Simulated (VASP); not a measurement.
# ZnRe (P-6m2) in VASP: notebook

The runs below take ZnRe through relaxation of cell and atoms, single point, with PBE+D4, PBE.

All numbers are computed with VASP 6.6.1; they aren't measurements. Logs are shortened: lines on timing, memory, paths and dates and some standing lists are left out, and cuts for length are marked.

## (1) The cell of the first run

It takes space group P-6m2 (No. 187, hexagonal). The conventional cell has a = 2.748 Å, b = 2.748 Å, c = 4.494 Å, α = 90.00°, β = 90.00°, γ = 120.00°. Re (site symmetry -6m2) has 6 Re at 2.75 Å and 6 Zn at 2.75 Å within 3.6 Å. Within 3.6 Å of Zn (site symmetry -6m2) lie 6 Zn at 2.75 Å and 6 Re at 2.75 Å.

## (2) Relaxation of cell and atoms, PBE+D4

The input, INCAR:

```
SYSTEM = ZnRe
ALGO = Fast ; EDIFF = 1E-6
EDIFFG = -0.01 ; ENCUT = 600
GGA = PE ; IBRION = 2
ISIF = 3 ; ISMEAR = -1
IVDW = 13 ; LASPH = .True.
LCHARG = .False. ; LREAL = .False.
LWAVE = .False. ; NELM = 60
NSW = 60 ; PREC = Accurate
SIGMA = 0.05
```

The input, KPOINTS:

```
k-points
0
Gamma
  11 11 6
  0 0 0
```

The input, POSCAR:

```
ZnRe
1.0
    2.7482183437      0.0000000000      0.0000000000
   -1.3741091718      2.3800269008      0.0000000000
    0.0000000000      0.0000000000      4.4940660000
Re Zn
1 1
Direct
    0.3333333333      0.6666666667      0.5000000000
    0.0000000000      0.0000000000      0.0000000000
```

Potentials or basis: VASP PAW PBE potentials, release 64 (Re, Zn).

The run is started by

```console
cat potpaw_PBE.64/Re/POTCAR potpaw_PBE.64/Zn/POTCAR > POTCAR
mpirun -np 1 vasp_std > vasp.out
```

OUTCAR:

```text
SYSTEM = ZnRe
   EDIFF = 1E-6
   EDIFFG = -0.01
   ENCUT = 600
   GGA = PE
   IBRION = 2
   ISIF = 3
   ISMEAR = -1
   IVDW = 13
   LASPH = .True.
   LREAL = .False.
   NELM = 60
   NSW = 60
   PREC = Accurate

 ion  position               nearest neighbor table
   1  0.333  0.667  0.500-   2 2.75   2 2.75   2 2.75   2 2.75   2 2.75   2 2.75
   2  0.000  0.000  0.000-   1 2.75   1 2.75   1 2.75   1 2.75   1 2.75   1 2.75

  LATTYP: Found a hexagonal cell.
 ALAT       =     2.7482183437
 C/A-ratio  =     1.6352652657

  Lattice vectors:

 A1 = (   2.7482183437,   0.0000000000,   0.0000000000)
 A2 = (  -1.3741091718,   2.3800269008,   0.0000000000)
 A3 = (   0.0000000000,   0.0000000000,   4.4940660000)

Analysis of symmetry for initial positions (statically):
=====================================================================
 Subroutine PRICEL returns:
 Original cell was already a primitive cell.

 Routine SETGRP: Setting up the symmetry group for a
 hexagonal supercell.

 Subroutine GETGRP returns: Found 12 space group operations
 (whereof 12 operations were pure point group operations)
 out of a pool of 24 trial point group operations.

The static configuration has the point symmetry D_3h.

Analysis of symmetry for dynamics (positions and initial velocities):
=====================================================================
 Subroutine PRICEL returns:
 Original cell was already a primitive cell.

 Routine SETGRP: Setting up the symmetry group for a
 hexagonal supercell.

 Subroutine GETGRP returns: Found 12 space group operations
 (whereof 12 operations were pure point group operations)
 out of a pool of 24 trial point group operations.

The dynamic configuration has the point symmetry D_3h.

 Subroutine INISYM returns: Found 12 space group operations
 (whereof 12 operations are pure point group operations),
 and found     1 'primitive' translations

----------------------------------------------------------------------------------------

                                     Primitive cell

  volume of cell :      29.3949

  direct lattice vectors                    reciprocal lattice vectors
     2.748218344  0.000000000  0.000000000     0.363872107  0.210081659  0.000000000
    -1.374109172  2.380026901  0.000000000     0.000000000  0.420163318  0.000000000
     0.000000000  0.000000000  4.494066000     0.000000000  0.000000000  0.222515646

  length of vectors
     2.748218344  2.748218344  4.494066000     0.420163318  0.420163318  0.222515646

  position of ions in fractional coordinates (direct lattice)
     0.333333333  0.666666667  0.500000000
     0.000000000  0.000000000  0.000000000

  ion indices of the primitive-cell ions
   primitive index   ion index
                 1           1
                 2           2

----------------------------------------------------------------------------------------

 KPOINTS: k-points

Automatic generation of k-mesh.
 Grid dimensions read from file:
 generate k-points for:   11   11    6

 Generating k-lattice:

  Cartesian coordinates                     Fractional coordinates (reciprocal lattice)
     0.033079282  0.019098333  0.000000000     0.090909091  0.000000000  0.000000000
     0.000000000  0.038196665  0.000000000     0.000000000  0.090909091  0.000000000
     0.000000000  0.000000000  0.037085941     0.000000000  0.000000000  0.166666667

  Length of vectors
     0.038196665  0.038196665  0.037085941

  Shift w.r.t. Gamma in fractional coordinates (k-lattice)
     0.000000000  0.000000000  0.000000000

 Subroutine IBZKPT returns following result:
 ===========================================

 Found     64 irreducible k-points:

 Following reciprocal coordinates:
            Coordinates               Weight
  0.000000  0.000000  0.000000      1.000000
  0.090909  0.000000  0.000000      6.000000
  0.181818  0.000000  0.000000      6.000000
  0.272727  0.000000  0.000000      6.000000
  0.363636  0.000000  0.000000      6.000000
  0.454545  0.000000  0.000000      6.000000
[... 16 lines left out ...]
  0.090909  0.090909  0.166667     12.000000
  0.181818  0.090909  0.166667     24.000000
 [... further k-points ...]
   k-points           NKPTS =     64   k-points in BZ     NKDIM =     64   number of bands    NBANDS=     13
   number of dos      NEDOS =    301   number of ions     NIONS =      2
   total plane-waves  NPLWV =  20736
   dimension x,y,z NGX =    24 NGY =   24 NGZ =   36
   dimension x,y,z NGXF=    48 NGYF=   48 NGZF=   72
   ions per type =               1   1
   NGX,Y,Z   is equivalent  to a cutoff of  14.52, 14.52, 13.32 a.u.
   NGXF,Y,Z  is equivalent  to a cutoff of  29.04, 29.04, 26.63 a.u.
 SYSTEM =  ZnRe
   PREC   = accura    normal or accurate (medium, high low for compatibility)
   ISTART =      0    job   : 0-new  1-cont  2-samecut
   ICHARG =      2    charge: 1-file 2-atom 10-const
   ISPIN  =      1    spin polarized calculation?
   LNONCOLLINEAR =      F non collinear calculations
   LSORBIT =      F    spin-orbit coupling
   LASPH  =      T    aspherical Exc in radial PAW
   ENCUT  =  600.0 eV  44.10 Ry    6.64 a.u.   5.49  5.49  8.98*2*pi/ulx,y,z
   NELM   =     60;   NELMIN=  2; NELMDL= -5     # of ELM steps
   EDIFF  = 0.1E-05   stopping-criterion for ELM
   LREAL  =      F    real-space projection
   EDIFFG = -.1E-01   stopping-criterion for IOM
   NSW    =     60    number of steps for IOM
   IBRION =      2    ionic relax: 0-MD 1-quasi-New 2-CG
   NFREE  =      1    steps in history (QN), initial steepest desc. (CG)
   ISIF   =      3    stress and relaxation
   ISYM   =      2    0-nonsym 1-usesym 2-fastsym
   POTIM  = 0.5000    time-step for ionic-motion
   TEBEG  =    0.0;   TEEND  =   0.0 temperature during run
   PSTRESS=    0.0 pullay stress
   NELECT =      19.0000    total number of electrons
   NUPDOWN=      -1.0000    fix difference up-down
   EMIN   =  10.00;   EMAX   =-10.00  energy-range for DOS
   EFERMI =   0.00;   METHOD = LEGACY
   ISMEAR =    -1;   SIGMA  =   0.05  broadening in eV -4-tet -1-fermi 0-gaus
   EFERMI_NEDOS =   21; number of points for ismear=-14 and -15
   IALGO  =     68    algorithm
   IMIX   =      4    mixing-type and parameters
     AMIX     =   0.40;   BMIX     =  1.00
     AMIX_MAG =   1.60;   BMIX_MAG =  1.00
  volume/ion in A,a.u.               =      14.70        99.18
  Fermi-wavevector in a.u.,A,eV,Ry     =   1.415474  2.674858 27.260173  2.003566
  Thomas-Fermi vector in A             =   2.536909
   LORBIT       =      0    0 simple, 1 ext, 2 COOP (PROOUT), +10 PAW based schemes
   GGA     = PE    functional components
   LHFCALC =     F    Hartree Fock is set to
   AEXX    =    0.0000 exact exchange contribution
   IVDW    =    13    specifies the selected vdW correction
   LEPSILON=     F    determine dielectric tensor
   LRPA    =     F    only Hartree local field effects (RPA)
 conjugate gradient relaxation of ions
 non-spin polarized calculation
 RMM-DIIS sequential band-by-band and
  energy-cutoff  :      600.00
  volume of cell :       29.39
 maximum number of plane-waves:      1008
 NGX is ok and might be reduce to    24
   NGX = 11   NGY = 11   NGZ = 17

--------------------------------------- Ionic step        1  -------------------------------------------

 number of electron      19.0000015 magnetization

 Free energy of the ion-electron system (eV)
  ---------------------------------------------------
  ext. energy  EPLUGINS =         0.00000000
  ---------------------------------------------------
  free energy    TOTEN  =       -13.05650287 eV

  energy without entropy =      -13.04209092  energy(sigma->0) =      -13.04929690

------------------------ aborting loop because EDIFF is reached ----------------------------------------

  DFT-D4 for vdW energy calculation

  Edisp (eV):   -1.05670

  FORCE on cell =-STRESS in cart. coord.  units (eV):
  Direction    XX          YY          ZZ          XY          YZ          ZX
  --------------------------------------------------------------------------------------
  -------------------------------------------------------------------------------------
  Total      -1.27713    -1.27713    -1.33627    -0.00000    -0.00000     0.00000
  in kB     -69.61038   -69.61038   -72.83393    -0.00000    -0.00000     0.00000
  external pressure =      -70.68 kB  Pullay stress =        0.00 kB
[... 181 lines left out ...]
  energy  without entropy=      -14.1204486864  energy(sigma->0) =      -14.12754894

--------------------------------------- Ionic step        6  -------------------------------------------

 number of electron      19.0000002 magnetization

 Free energy of the ion-electron system (eV)
  ---------------------------------------------------
  ext. energy  EPLUGINS =         0.00000000
  ---------------------------------------------------
  free energy    TOTEN  =       -13.04374001 eV

  energy without entropy =      -13.02953733  energy(sigma->0) =      -13.03663867

 E-fermi :   5.8591     XC(G=0): -12.9675

 val. band max:        5.8220556289   @ k =   0.1818   0.0000   0.1667
 cond. band min:       5.8659559317   @ k =   0.1818   0.0000   0.3333
 fundamental gap:      0.0439003028
 Fermi energy:         5.8591171816

 k-point     1 :       0.0000    0.0000    0.0000
  band No.  band energies     occupation
      1      -4.6646      2.00000
      2      -2.2215      2.00000
      3      -1.5476      2.00000
      4      -1.5476      2.00000
      5      -1.1530      2.00000
      6      -1.1530      2.00000
      7       0.7468      2.00000
      8       4.3000      2.00000
      9       4.5825      2.00000
     10       4.5825      2.00000
     11       7.6314      0.00000
     12       7.6314      0.00000
     13      10.9327      0.00000
[... 353 lines left out ...]
 k-point    24 :       0.1818    0.0909    0.1667
  band No.  band energies     occupation
      1      -2.7519      2.00000
      2      -1.8335      2.00000
      3      -1.6573      2.00000
      4      -1.4985      2.00000
      5      -1.2493      2.00000
      6      -1.1553      2.00000
      7       1.6539      2.00000
      8       3.0608      2.00000
      9       3.5633      2.00000
     10       6.7914      0.00000
     11       6.9031      0.00000
     12       8.3093      0.00000
     13      12.9392      0.00000

 [... further k-points ...]

------------------------ aborting loop because EDIFF is reached ----------------------------------------

  DFT-D4 for vdW energy calculation

  Edisp (eV):   -1.09091

  FORCE on cell =-STRESS in cart. coord.  units (eV):
  Direction    XX          YY          ZZ          XY          YZ          ZX
  --------------------------------------------------------------------------------------
  -------------------------------------------------------------------------------------
  Total       0.00738     0.00738     0.01083     0.00000    -0.00000     0.00000
  in kB       0.41567     0.41567     0.60975     0.00000    -0.00000     0.00000
  external pressure =        0.48 kB  Pullay stress =        0.00 kB
[... 17 lines left out ...]
  FREE ENERGIE OF THE ION-ELECTRON SYSTEM (eV)
  ---------------------------------------------------
  free  energy   TOTEN  =       -14.1346543914 eV

  energy  without entropy=      -14.1204517037  energy(sigma->0) =      -14.12755305

 reached required accuracy - stopping structural energy minimisation
```

Wall time 1.8 min (1 thread of Intel Xeon Platinum 8259CL at 2.50GHz (Skylake/Cascade Lake), shared host); peak memory 0.18 GiB.

Results:

```
Free energy                            : -14.1347 eV
Relaxed volume                         : 14.23 Å³/atom
Relaxed cell                           : a = 2.724 Å, b = 2.724 Å, c = 4.428 Å, α = 90.00°, β = 90.00°, γ = 120.00°
Space group after relaxing (to 0.05 Å) : P-6m2 (No. 187)
Energy gained by relaxing              : 10.7 meV/atom
Ionic steps                            : 6
Pressure after relaxing                : 0.0 GPa
Dispersion energy per atom             : -0.545 eV
```

The path:
```tsv
step	energy change (eV)	largest force (eV/Å)	pressure (GPa)	volume (Å³)
1	0.0000	0.0000	-7.07	29.39
2	0.0696	0.0000	17.65	26.72
3	-0.0209	0.0000	-0.19	28.49
4	-0.0209	0.0000	0.12	28.47
5	-0.0214	0.0000	0.07	28.45
6	-0.0214	0.0000	0.05	28.45
```

Final structure:
```xyz
2
Lattice="2.7238 0.0000 0.0000 -1.3619 2.3588 0.0000 0.0000 0.0000 4.4281" Properties=species:S:1:pos:R:3 pbc="T T T"
Re    0.0000    1.5726    2.2141
Zn    0.0000    0.0000    0.0000
```

Caveat: spin-orbit coupling is left out, which moves the levels of the heavy elements; pairwise dispersion overbinds metals, which lowers pressure and volume.

[end of part 1 of 2]
